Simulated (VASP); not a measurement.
# Al (P6_3/mmc) in VASP: a series of runs, part 2 of 2

VASP 6.6.1.

## (5) Single point, PBEsol+D3(BJ) (15.61 Å³/atom)

This run uses another cell than the first one, of 15.61 Å³/atom.

The input, INCAR:

```
SYSTEM = Al
PREC = Accurate
ENCUT = 520
EDIFF = 1E-6
ISMEAR = 0
SIGMA = 0.15
LREAL = .FALSE.
LASPH = .TRUE.
NELM = 60
ALGO = Normal
ISIF = 2
LWAVE = .FALSE.
LCHARG = .FALSE.
GGA = PS
IVDW = 12
NBANDS = 14
```

The input, KPOINTS:

```
Automatic mesh
0
G
  18 18 6
  0 0 0
```

The input, POSCAR:

```
Al
1.0
    2.8384528175      0.0000000000      0.0000000000
   -1.4192264087      2.4581722474      0.0000000000
    0.0000000000      0.0000000000      8.9496417336
Al
4
Direct
    0.0000000000      0.0000000000      0.0000000000
    0.3333333333      0.6666666667      0.2500000000
    0.0000000000      0.0000000000      0.5000000000
    0.6666666667      0.3333333333      0.7500000000
```

Potentials or basis: VASP PAW PBE potentials, release 64 (Al).

On the command line:

```bash
> cat potpaw_PBE.64/Al/POTCAR > POTCAR
> mpirun -np 1 vasp_std > vasp.out
```

OUTCAR:

```text
SYSTEM = Al
   PREC = Accurate
   ENCUT = 520
   EDIFF = 1E-6
   ISMEAR = 0
   LREAL = .FALSE.
   LASPH = .TRUE.
   NELM = 60
   ISIF = 2
   GGA = PS
   IVDW = 12
 IVDW          = 12

 ion  position               nearest neighbor table
   1  0.000  0.000  0.000-   2 2.77   4 2.77   2 2.77   4 2.77   4 2.77   2 2.77
   2  0.333  0.667  0.250-   1 2.77   3 2.77   1 2.77   3 2.77   1 2.77   3 2.77
   3  0.000  0.000  0.500-   2 2.77   4 2.77   2 2.77   4 2.77   4 2.77   2 2.77
   4  0.667  0.333  0.750-   1 2.77   3 2.77   1 2.77   3 2.77   1 2.77   3 2.77

  LATTYP: Found a hexagonal cell.
 ALAT       =     2.8384528175
 C/A-ratio  =     3.1530000000

  Lattice vectors:

 A1 = (   2.8384528175,   0.0000000000,   0.0000000000)
 A2 = (  -1.4192264087,   2.4581722474,   0.0000000000)
 A3 = (   0.0000000000,   0.0000000000,   8.9496417336)

Analysis of symmetry for initial positions (statically):
=====================================================================
 Subroutine PRICEL returns:
 Original cell was already a primitive cell.

 Routine SETGRP: Setting up the symmetry group for a
 hexagonal supercell.

 Subroutine GETGRP returns: Found 24 space group operations
 (whereof 12 operations were pure point group operations)
 out of a pool of 24 trial point group operations.

The static configuration has the point symmetry D_3d.
 The point group associated with its full space group is D_6h.

Analysis of symmetry for dynamics (positions and initial velocities):
=====================================================================
 Subroutine PRICEL returns:
 Original cell was already a primitive cell.

 Routine SETGRP: Setting up the symmetry group for a
 hexagonal supercell.

 Subroutine GETGRP returns: Found 24 space group operations
 (whereof 12 operations were pure point group operations)
 out of a pool of 24 trial point group operations.

The dynamic configuration has the point symmetry D_3d.
 The point group associated with its full space group is D_6h.

[... 134 lines left out ...]
 Gauss-broadening in eV      SIGMA  =   0.15
  energy-cutoff  :      520.00
  volume of cell :       62.45
 maximum number of plane-waves:      1697
 NGX is ok and might be reduce to    24
   NGX = 11   NGY = 11   NGZ = 33

 number of electron      12.0000000 magnetization

 Free energy of the ion-electron system (eV)
  ---------------------------------------------------
  ext. energy  EPLUGINS =         0.00000000
  ---------------------------------------------------
  free energy    TOTEN  =       -16.27667979 eV

  energy without entropy =      -16.25981157  energy(sigma->0) =      -16.26824568

 E-fermi :   8.5358     XC(G=0): -10.4605

 val. band max:        8.5351516325   @ k =   0.3889   0.2222   0.3333
 cond. band min:       8.5371753978   @ k =   0.3333   0.1111   0.1667
 fundamental gap:      0.0020237653
 Fermi energy:         8.5358138686

 k-point     1 :       0.0000    0.0000    0.0000
  band No.  band energies     occupation
      1      -2.9816      2.00000
      2      -1.1483      2.00000
      3      -1.1460      2.00000
      4       3.9312      2.00000
      5       4.5293      2.00000
      6      12.7660      0.00000
      7      12.7857      0.00000
      8      19.0553      0.00000
      9      19.0553      0.00000
     10      19.2429      0.00000
     11      19.2429      0.00000
     12      20.2535      0.00000
     13      20.2541      0.00000
     14      20.4509      0.00000
[... 377 lines left out ...]
      1       1.9848      2.00000
      2       3.7179      2.00000
      3       3.7337      2.00000
      4       4.5648      2.00000
      5       6.3463      2.00000
      6       6.3816      2.00000
      7       8.6347      0.35100
      8       9.3606      0.00000
      9      10.8318      0.00000
     10      11.1157      0.00000
     11      12.2903      0.00000
     12      12.7620      0.00000
     13      13.1012      0.00000
     14      17.1264      0.00000

 [... further k-points ...]

------------------------ aborting loop because EDIFF is reached ----------------------------------------

 Edisp (eV)   -1.34341

 E8    (eV) :    -0.9047

  FORCE on cell =-STRESS in cart. coord.  units (eV):
  Direction    XX          YY          ZZ          XY          YZ          ZX
  --------------------------------------------------------------------------------------
  -------------------------------------------------------------------------------------
  Total      -0.43272    -0.43272     1.09466    -0.00000     0.00000     0.00000
  in kB     -11.10235   -11.10235    28.08605    -0.00000     0.00000     0.00000
  external pressure =        1.96 kB  Pullay stress =        0.00 kB

 VOLUME and BASIS-vectors are now :
 -----------------------------------------------------------------------------
  energy-cutoff  :      520.00
  volume of cell :       62.45
      direct lattice vectors                 reciprocal lattice vectors
     2.838452817  0.000000000  0.000000000     0.352304605  0.203403159  0.000000000
    -1.419226409  2.458172247  0.000000000     0.000000000  0.406806318  0.000000000
     0.000000000  0.000000000  8.949641734     0.000000000  0.000000000  0.111736316

 POSITION                                       TOTAL-FORCE (eV/Angst)
 -----------------------------------------------------------------------------------
      0.00000      0.00000      0.00000        -0.000000      0.000000     -0.000000
     -0.00000      1.63878      2.23741         0.000000      0.000000     -0.000000
      0.00000      0.00000      4.47482        -0.000000      0.000000     -0.000000
      1.41923      0.81939      6.71223        -0.000000      0.000000      0.000000
 -----------------------------------------------------------------------------------
    total drift:                               -0.000000      0.000000      0.000000

  FREE ENERGIE OF THE ION-ELECTRON SYSTEM (eV)
  ---------------------------------------------------
  free  energy   TOTEN  =       -17.6200893854 eV

  energy  without entropy=      -17.6032211665  energy(sigma->0) =      -17.61165528
```

Wall time 100 s (1 thread of Intel Xeon 8259CL, shared host); peak memory 0.25 GiB.

Results:

```
Free energy                : -17.6201 eV
Pressure                   : 0.2 GPa
Band gap on the k mesh     : zero (bands 6 and 7 overlap by 6.18 eV)
Dispersion energy per atom : -0.336 eV
```

Levels at points of the mesh, in eV from the Fermi level:
| k point | band 3 | band 4 | band 5 | band 6 | band 7 | band 8 | band 9 | band 10 |
| --- | --- | --- | --- | --- | --- | --- | --- | --- |
| (0.00, 0.00, 0.00) | -9.68 | -4.60 | -4.01 | 4.23 | 4.25 | 10.52 | 10.52 | 10.71 |
| (0.50, 0.00, 0.00) | -4.13 | -4.06 | -3.48 | -3.38 | 0.86 | 1.30 | 1.74 | 2.02 |
| (0.00, 0.00, 0.50) | -7.43 | -7.43 | -0.39 | -0.39 | 9.40 | 9.40 | 10.87 | 10.87 |
| (0.50, 0.00, 0.50) | -5.06 | -5.06 | -1.88 | -1.88 | -1.19 | -1.19 | 4.98 | 4.98 |

Caveat: the PAW data sets were made with another functional, which shifts forces and pressure a little.

## (6) Single point, PBEsol+D3(BJ) (15.61 Å³/atom)

This run uses another cell than the first one, of 15.61 Å³/atom.

The input, INCAR:

```
SYSTEM = Al
PREC = Accurate
ENCUT = 520
EDIFF = 1E-6
ISMEAR = 0
SIGMA = 0.15
LREAL = .False.
LASPH = .True.
NELM = 60
ALGO = Normal
ISIF = 2
LWAVE = .False.
LCHARG = .False.
GGA = PS
IVDW = 12
NBANDS = 14
```

The input, KPOINTS:

```
Automatic mesh
0
Gamma
  18 18 6
  0 0 0
```

The input, POSCAR:

```
Al
1.0
    2.7636003583      0.0000000000      0.0000000000
   -1.3818001791      2.3933481162      0.0000000000
    0.0000000000      0.0000000000      9.4410115440
Al
4
Direct
    0.0000000000      0.0000000000      0.0000000000
    0.3333333333      0.6666666667      0.2500000000
    0.0000000000      0.0000000000      0.5000000000
    0.6666666667      0.3333333333      0.7500000000
```

Potentials or basis: VASP PAW PBE potentials, release 64 (Al).

On the command line:

```bash
> cat potpaw_PBE.64/Al/POTCAR > POTCAR
> mpirun -np 1 vasp_std > vasp.out
```

Wall time 1.8 min (1 thread of Intel Xeon 8259CL, shared host); peak memory 0.25 GiB.

Results (log left out):

```
Free energy                : -17.6182 eV
Pressure                   : 0.3 GPa
Band gap on the k mesh     : zero (bands 6 and 7 overlap by 4.86 eV)
Dispersion energy per atom : -0.336 eV
```

Stress tensor (GPa, compression positive):
```
 1.62  0.00  0.00
 0.00  1.62  0.00
 0.00  0.00 -2.28
```

Levels at points of the mesh, in eV from the Fermi level:
```csv
k point,band 2,band 3,band 4,band 5,band 6,band 7,band 8,band 9,band 10,band 11
"(0.00, 0.00, 0.00)",-9.86,-9.85,-5.04,-5.00,2.72,2.73,11.81,11.82,11.82,11.86
"(0.50, 0.00, 0.00)",-5.20,-3.97,-3.97,-3.25,-3.23,0.80,1.05,1.20,1.45,6.44
"(0.00, 0.00, 0.50)",-11.09,-7.82,-7.82,-1.49,-1.49,7.51,7.51,12.10,12.10,12.10
"(0.50, 0.00, 0.50)",-4.88,-4.78,-4.78,-1.92,-1.92,-1.24,-1.24,4.33,4.33,4.53
```

Caveat: the PAW data sets were made with another functional, which shifts forces and pressure a little.

## (7) Single point, PBEsol+D3(BJ) (15.61 Å³/atom)

This run uses another cell than the first one, of 15.61 Å³/atom.

The input, INCAR:

```
SYSTEM = Al
PREC = Accurate ; ENCUT = 520
EDIFF = 1E-6 ; ISMEAR = 0
SIGMA = 0.15 ; LREAL = .FALSE.
LASPH = .TRUE. ; NELM = 100
ALGO = Normal ; ISIF = 2
LWAVE = .FALSE. ; LCHARG = .FALSE.
GGA = PS ; IVDW = 12
NBANDS = 14
```

The input, KPOINTS:

```
Automatic mesh
0
G
  18 18 6
  0 0 0
```

The input, POSCAR:

```
Al
1.0
    2.8766374678      0.0000000000      0.0000000000
   -1.4383187339      2.4912411246      0.0000000000
    0.0000000000      0.0000000000      8.7136225536
Al
4
Direct
    0.0000000000      0.0000000000      0.0000000000
    0.3333333333      0.6666666667      0.2500000000
    0.0000000000      0.0000000000      0.5000000000
    0.6666666667      0.3333333333      0.7500000000
```

Potentials or basis: VASP PAW PBE potentials, release 64 (Al).

On the command line:

```bash
> cat potpaw_PBE.64/Al/POTCAR > POTCAR
> mpirun -np 1 vasp_std > vasp.out
```

OUTCAR:

```text
SYSTEM = Al
   PREC = Accurate
   ENCUT = 520
   EDIFF = 1E-6
   ISMEAR = 0
   LREAL = .FALSE.
   LASPH = .TRUE.
   NELM = 100
   ISIF = 2
   GGA = PS
   IVDW = 12
 IVDW          = 12

 ion  position               nearest neighbor table
   1  0.000  0.000  0.000-   2 2.74   4 2.74   4 2.74   2 2.74   4 2.74   2 2.74
   2  0.333  0.667  0.250-   1 2.74   3 2.74   1 2.74   3 2.74   1 2.74   3 2.74
   3  0.000  0.000  0.500-   2 2.74   4 2.74   4 2.74   2 2.74   4 2.74   2 2.74
   4  0.667  0.333  0.750-   1 2.74   3 2.74   1 2.74   3 2.74   1 2.74   3 2.74

  LATTYP: Found a hexagonal cell.
 ALAT       =     2.8766374678
 C/A-ratio  =     3.0291000000

  Lattice vectors:

 A1 = (   2.8766374678,   0.0000000000,   0.0000000000)
 A2 = (  -1.4383187339,   2.4912411246,   0.0000000000)
 A3 = (   0.0000000000,   0.0000000000,   8.7136225536)

Analysis of symmetry for initial positions (statically):
=====================================================================
 Subroutine PRICEL returns:
 Original cell was already a primitive cell.

 Routine SETGRP: Setting up the symmetry group for a
 hexagonal supercell.

 Subroutine GETGRP returns: Found 24 space group operations
[... 193 lines left out ...]
     13      19.7705      0.00000
     14      20.0167      0.00000
[... 377 lines left out ...]
      1       1.8527      2.00000
      2       3.6778      2.00000
      3       3.7028      2.00000
      4       4.3750      2.00000
      5       6.2373      2.00000
      6       6.2890      2.00000
      7       8.7501      0.04958
      8       9.6152      0.00000
      9      10.7063      0.00000
     10      11.1332      0.00000
     11      12.3143      0.00000
     12      12.5426      0.00000
     13      13.0058      0.00000
     14      17.1699      0.00000

 [... further k-points ...]

------------------------ aborting loop because EDIFF is reached ----------------------------------------

 Edisp (eV)   -1.34326

 E8    (eV) :    -0.9046

  FORCE on cell =-STRESS in cart. coord.  units (eV):
  Direction    XX          YY          ZZ          XY          YZ          ZX
  --------------------------------------------------------------------------------------
  -------------------------------------------------------------------------------------
  Total      -0.58666    -0.58666     2.10737     0.00000     0.00000     0.00000
  in kB     -15.05212   -15.05212    54.06934     0.00000     0.00000     0.00000
  external pressure =        7.99 kB  Pullay stress =        0.00 kB

 VOLUME and BASIS-vectors are now :
 -----------------------------------------------------------------------------
  energy-cutoff  :      520.00
  volume of cell :       62.45
      direct lattice vectors                 reciprocal lattice vectors
     2.876637468  0.000000000  0.000000000     0.347628094  0.200703174  0.000000000
    -1.438318734  2.491241125  0.000000000     0.000000000  0.401406347  0.000000000
     0.000000000  0.000000000  8.713622554     0.000000000  0.000000000  0.114762832

 POSITION                                       TOTAL-FORCE (eV/Angst)
 -----------------------------------------------------------------------------------
      0.00000      0.00000      0.00000         0.000000      0.000000      0.000000
     -0.00000      1.66083      2.17841        -0.000000      0.000000      0.000000
      0.00000      0.00000      4.35681        -0.000000      0.000000      0.000000
      1.43832      0.83041      6.53522         0.000000     -0.000000     -0.000000
 -----------------------------------------------------------------------------------
    total drift:                               -0.000000      0.000000      0.000000

  FREE ENERGIE OF THE ION-ELECTRON SYSTEM (eV)
  ---------------------------------------------------
  free  energy   TOTEN  =       -17.5652619757 eV

  energy  without entropy=      -17.5475476097  energy(sigma->0) =      -17.55640479
```

OSZICAR:

```text
N       E                     dE             d eps       ncg     rms          rms(c)
DAV:   1     0.525789657932E+01    0.52579E+01   -0.41461E+03  4144   0.659E+02
DAV:   2    -0.156713683505E+02   -0.20929E+02   -0.19317E+02  5462   0.915E+01
DAV:   3    -0.163388645785E+02   -0.66750E+00   -0.65814E+00  5418   0.131E+01
DAV:   4    -0.163431641276E+02   -0.42995E-02   -0.42986E-02  4922   0.133E+00
DAV:   5    -0.163432134082E+02   -0.49281E-04   -0.49281E-04  5382   0.145E-01    0.300E+00
DAV:   6    -0.162705981553E+02    0.72615E-01   -0.72611E-03  4654   0.424E-01    0.170E+00
DAV:   7    -0.162227183447E+02    0.47880E-01   -0.16824E-02  4564   0.622E-01    0.257E-01
DAV:   8    -0.162220098351E+02    0.70851E-03   -0.44632E-04  5730   0.107E-01    0.498E-02
DAV:   9    -0.162220044697E+02    0.53654E-05   -0.69209E-06  5144   0.137E-02    0.636E-03
DAV:  10    -0.162220038744E+02    0.59524E-06   -0.18185E-07  3516   0.266E-03
   1 F= -.17565262E+02 E0= -.17556405E+02  d E =-.177144E-01
```

stdout:

```text
POSCAR found type information on POSCAR Al
 POSCAR found :  1 types and       4 ions
 scaLAPACK will be used
 -----------------------------------------------------------------------------
|                                                                             |
|                                                                             |
|     You enforced a specific xc type in the INCAR file but a different       |
|     I HOPE YOU KNOW WHAT YOU ARE DOING!                                     |
|                                                                             |
 -----------------------------------------------------------------------------

 LDA part: xc-table for (Slater+PW92), standard interpolation
 POSCAR, INCAR and KPOINTS ok, starting setup
 FFT: planning ... GRIDC
 FFT: planning ... GRID_SOFT
 FFT: planning ... GRID
 WAVECAR not read
 entering main loop
```

Wall time 2.2 min (1 thread of Intel Xeon 8259CL, shared host); peak memory 0.25 GiB.

What came out:

```yaml
Free_energy: -17.5653 eV
Pressure: 0.8 GPa
Band_gap_on_the_k_mesh: zero (bands 6 and 7 overlap by 6.94 eV)
Dispersion_energy_per_atom: -0.336 eV
```

Levels at points of the mesh, in eV from the Fermi level:
```
           k point  band 2  band 3  band 4  band 5  band 6  band 7  band 8  band 9  band 10  band 11
(0.00, 0.00, 0.00)   -9.59   -9.59   -4.35   -3.50    5.03    5.06    9.87    9.87    10.13    10.13
(0.50, 0.00, 0.00)   -5.63   -4.21   -4.09   -3.58   -3.44    0.93    1.39    2.11     2.31     4.92
(0.00, 0.00, 0.50)  -11.04   -7.22   -7.22    0.21    0.21   10.23   10.23   10.23    10.23    10.34
(0.50, 0.00, 0.50)   -5.31   -5.17   -5.17   -1.86   -1.86   -1.14   -1.14    5.14     5.14     5.33
```

Caveat: the PAW data sets were made with another functional, which shifts forces and pressure a little.

## (8) The runs side by side

```tsv
cell	gap on the mesh (eV)	pressure (GPa)
a = 2.763, b = 2.763, c = 9.253 Å, angles 90.0, 90.0, 120.0°, 4 atoms	none	2.1
a = 2.838, b = 2.838, c = 8.772 Å, angles 90.0, 90.0, 120.0°, 4 atoms	none	2.4
a = 2.727, b = 2.727, c = 9.697 Å, angles 90.0, 90.0, 120.0°, 4 atoms	none	1.0
a = 2.838, b = 2.838, c = 8.950 Å, angles 90.0, 90.0, 120.0°, 4 atoms	none	0.2
a = 2.764, b = 2.764, c = 9.441 Å, angles 90.0, 90.0, 120.0°, 4 atoms	none	0.3
a = 2.877, b = 2.877, c = 8.714 Å, angles 90.0, 90.0, 120.0°, 4 atoms	none	0.8
```

Alike in all rows: task single point; level PBEsol+D3(BJ); potentials or basis VASP PAW PBE potentials, release 64 (Al); no spin polarisation; k mesh 18 × 18 × 6; cutoff (eV) 520; smearing gaussian 0.15 eV.

Caveats: the PAW data sets were made with another functional, which shifts forces and pressure a little.

Total energies depend on the potentials used, so only differences within one code and one set of settings carry meaning.
